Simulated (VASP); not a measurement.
# Ba (Pm-3n) in VASP: single point with BLYP

Aim: the single point of Ba with BLYP.

Everything below comes from runs of VASP 6.6.1. Logs are shortened: lines on timing, memory, paths and dates and some standing lists are left out, and cuts for length are marked.

## (1) The cell of the first run

The structure is cubic, space group Pm-3n (No. 223). The conventional cell has a = 8.148 Å, b = 8.148 Å, c = 8.148 Å, α = 90.00°, β = 90.00°, γ = 90.00°. Ba (site symmetry -4m2) has 14 Ba at 4.07 to 4.99 Å within 5.3 Å.

## (2) Single point, BLYP

Contents of INCAR:

```
PREC = Accurate ; ENCUT = 520
EDIFF = 1E-6 ; ISMEAR = -1
SIGMA = 0.1 ; LREAL = F
LASPH = T ; NELM = 100
ALGO = Normal ; ISIF = 2
LWAVE = F ; LCHARG = F
GGA = B5 ; ALDAX = 1.0
AGGAX = 1.0 ; AGGAC = 1.0
ALDAC = 0.0 ; NBANDS = 50
```

Contents of KPOINTS:

```
regular mesh
0
Gamma
  4 4 4
```

Contents of POSCAR:

```
Ba
1.0
    8.1477549811      0.0000000000      0.0000000000
    0.0000000000      8.1477549811      0.0000000000
    0.0000000000      0.0000000000      8.1477549811
Ba
8
Direct
    1.0000000000      1.0000000000      0.0000000000
    0.5000000000      0.5000000000      0.5000000000
    0.2500000000      1.0000000000      0.5000000000
    0.7500000000      0.0000000000      0.5000000000
    0.5000000000      0.2500000000      1.0000000000
    0.5000000000      0.7500000000      1.0000000000
    0.0000000000      0.5000000000      0.2500000000
    0.0000000000      0.5000000000      0.7500000000
```

Potentials or basis: VASP PAW PBE potentials, release 64 (Ba_sv).

Started as:

```sh
cat potpaw_PBE.64/Ba_sv/POTCAR > POTCAR
mpirun -np 1 vasp_std > vasp.out
```

OUTCAR:

```text
PREC = Accurate
   ENCUT = 520
   EDIFF = 1E-6
   ISMEAR = -1
   LREAL = F
   LASPH = T
   NELM = 100
   ISIF = 2
   GGA = B5

 ion  position               nearest neighbor table
   1  0.000  0.000  0.000-   3 4.55   4 4.55   5 4.55   6 4.55   7 4.55   8 4.55   3 4.55   4 4.55
                             7 4.55   8 4.55   5 4.55   6 4.55
   2  0.500  0.500  0.500-   3 4.55   4 4.55   5 4.55   6 4.55   7 4.55   8 4.55   5 4.55   6 4.55
                             3 4.55   4 4.55   7 4.55   8 4.55
   3  0.250  0.000  0.500-   4 4.07   4 4.07   1 4.55   1 4.55   2 4.55   2 4.55
   4  0.750  0.000  0.500-   3 4.07   3 4.07   1 4.55   1 4.55   2 4.55   2 4.55
   5  0.500  0.250  0.000-   6 4.07   6 4.07   1 4.55   2 4.55   2 4.55   1 4.55
   6  0.500  0.750  0.000-   5 4.07   5 4.07   1 4.55   2 4.55   2 4.55   1 4.55
   7  0.000  0.500  0.250-   8 4.07   8 4.07   1 4.55   2 4.55   1 4.55   2 4.55
   8  0.000  0.500  0.750-   7 4.07   7 4.07   1 4.55   2 4.55   1 4.55   2 4.55

  LATTYP: Found a simple cubic cell.
 ALAT       =     8.1477549811

  Lattice vectors:

 A1 = (   8.1477549811,   0.0000000000,   0.0000000000)
 A2 = (   0.0000000000,   8.1477549811,   0.0000000000)
 A3 = (   0.0000000000,   0.0000000000,   8.1477549811)

Analysis of symmetry for initial positions (statically):
=====================================================================
 Subroutine PRICEL returns:
 Original cell was already a primitive cell.

 Routine SETGRP: Setting up the symmetry group for a
 simple cubic supercell.

 Subroutine GETGRP returns: Found 48 space group operations
 (whereof 24 operations were pure point group operations)
 out of a pool of 48 trial point group operations.

The static configuration has the point symmetry T_h .
 The point group associated with its full space group is O_h .

Analysis of symmetry for dynamics (positions and initial velocities):
=====================================================================
 Subroutine PRICEL returns:
 Original cell was already a primitive cell.

 Routine SETGRP: Setting up the symmetry group for a
 simple cubic supercell.

 Subroutine GETGRP returns: Found 48 space group operations
 (whereof 24 operations were pure point group operations)
 out of a pool of 48 trial point group operations.

The dynamic configuration has the point symmetry T_h .
 The point group associated with its full space group is O_h .

 Subroutine INISYM returns: Found 48 space group operations
 (whereof 24 operations are pure point group operations),
 and found     1 'primitive' translations

[... 96 lines left out ...]
   NFREE  =      0    steps in history (QN), initial steepest desc. (CG)
   ISIF   =      2    stress and relaxation
   ISYM   =      2    0-nonsym 1-usesym 2-fastsym
   POTIM  = 0.5000    time-step for ionic-motion
   TEBEG  =    0.0;   TEEND  =   0.0 temperature during run
   PSTRESS=    0.0 pullay stress
   NELECT =      80.0000    total number of electrons
   NUPDOWN=      -1.0000    fix difference up-down
   EMIN   =  10.00;   EMAX   =-10.00  energy-range for DOS
   EFERMI =   0.00;   METHOD = LEGACY
   ISMEAR =    -1;   SIGMA  =   0.10  broadening in eV -4-tet -1-fermi 0-gaus
   EFERMI_NEDOS =   21; number of points for ismear=-14 and -15
   IALGO  =     38    algorithm
   IMIX   =      4    mixing-type and parameters
     AMIX     =   0.40;   BMIX     =  1.00
     AMIX_MAG =   1.60;   BMIX_MAG =  1.00
  volume/ion in A,a.u.               =      67.61       456.27
  Fermi-wavevector in a.u.,A,eV,Ry     =   0.865765  1.636059 10.198242  0.749550
  Thomas-Fermi vector in A             =   1.984056
   LORBIT       =      0    0 simple, 1 ext, 2 COOP (PROOUT), +10 PAW based schemes
   GGA     = B5    functional components
   LHFCALC =     F    Hartree Fock is set to
   AEXX    =    0.0000 exact exchange contribution
   IVDW    =     0    specifies the selected vdW correction
   LEPSILON=     F    determine dielectric tensor
   LRPA    =     F    only Hartree local field effects (RPA)
 non-spin polarized calculation
  energy-cutoff  :      520.00
  volume of cell :      540.90
 maximum number of plane-waves:     14604
 NGX is ok and might be reduce to    64
   NGX = 31   NGY = 31   NGZ = 31

 number of electron      79.9999986 magnetization

 Free energy of the ion-electron system (eV)
  ---------------------------------------------------
  ext. energy  EPLUGINS =         0.00000000
  ---------------------------------------------------
  free energy    TOTEN  =        -9.79684030 eV

  energy without entropy =       -9.39142793  energy(sigma->0) =       -9.59413412

 E-fermi :   2.0134     XC(G=0):  -6.7043

 val. band max:        1.9867749737   @ k =   0.2500   0.2500   0.0000
 cond. band min:       2.0316511252   @ k =   0.2500   0.0000   0.0000
 fundamental gap:      0.0448761515
 Fermi energy:         2.0134336103

 k-point     1 :       0.0000    0.0000    0.0000
  band No.  band energies     occupation
      1     -27.1812      2.00000
      2     -27.1735      2.00000
      3     -27.1325      2.00000
      4     -27.1314      2.00000
      5     -27.1314      2.00000
      6     -27.0931      2.00000
[... 519 lines left out ...]
     49       2.6541      0.00329
     50       2.6541      0.00329

------------------------ aborting loop because EDIFF is reached ----------------------------------------

  FORCE on cell =-STRESS in cart. coord.  units (eV):
  Direction    XX          YY          ZZ          XY          YZ          ZX
  --------------------------------------------------------------------------------------
  -------------------------------------------------------------------------------------
  Total        0.2413934      0.2413934      0.2413934      0.0000000     -0.0000000     -0.0000000
  in kB        0.7150265      0.7150265      0.7150265      0.0000000     -0.0000000     -0.0000000
  external PRESSURE =       0.7150265 kB  Pullay stress =       0.0000000 kB

 VOLUME and BASIS-vectors are now :
 -----------------------------------------------------------------------------
  energy-cutoff  :      520.00
  volume of cell :      540.90
      direct lattice vectors                 reciprocal lattice vectors
     8.147754981  0.000000000  0.000000000     0.122733195  0.000000000  0.000000000
     0.000000000  8.147754981  0.000000000     0.000000000  0.122733195  0.000000000
     0.000000000  0.000000000  8.147754981     0.000000000  0.000000000  0.122733195

 POSITION                                       TOTAL-FORCE (eV/Angst)
 -----------------------------------------------------------------------------------
      0.00000      0.00000      0.00000         0.000000      0.000000      0.000000
      4.07388      4.07388      4.07388         0.000000      0.000000      0.000000
      2.03694      0.00000      4.07388         0.000000     -0.000000     -0.000000
      6.11082      0.00000      4.07388        -0.000000     -0.000000      0.000000
      4.07388      2.03694      0.00000         0.000000     -0.000000      0.000000
      4.07388      6.11082      0.00000        -0.000000      0.000000     -0.000000
      0.00000      4.07388      2.03694         0.000000      0.000000     -0.000000
      0.00000      4.07388      6.11082        -0.000000      0.000000      0.000000
 -----------------------------------------------------------------------------------
    total drift:                                0.000000     -0.000000      0.000000

  FREE ENERGIE OF THE ION-ELECTRON SYSTEM (eV)
  ---------------------------------------------------
  free  energy   TOTEN  =        -9.7968402978 eV

  energy  without entropy=       -9.3914279327  energy(sigma->0) =       -9.59413412
```

stdout:

```text
POSCAR found type information on POSCAR Ba
 POSCAR found :  1 types and       8 ions
 scaLAPACK will be used
 -----------------------------------------------------------------------------
|                                                                             |
|                                                                             |
|     You enforced a specific xc type in the INCAR file but a different       |
|     I HOPE YOU KNOW WHAT YOU ARE DOING!                                     |
|                                                                             |
 -----------------------------------------------------------------------------

 LDA part: xc-table for (Slater(with rela. corr.)+VWN5), standard interpolation
 POSCAR, INCAR and KPOINTS ok, starting setup
 FFT: planning ... GRIDC
 FFT: planning ... GRID_SOFT
 FFT: planning ... GRID
 WAVECAR not read
 entering main loop
```

It took 10 min on 1 thread of Intel Xeon Platinum 8259CL at 2.50GHz (Skylake/Cascade Lake), shared host; peak memory 0.66 GiB.

Results:

```
Free energy            : -9.7968 eV
Pressure               : 0.1 GPa
Band gap on the k mesh : zero (bands 40 and 41 overlap by 0.11 eV)
```

Caveat: the PAW data sets were made with another functional, which shifts forces and pressure a little; spin-orbit coupling is left out, which moves the levels of the heavy elements.
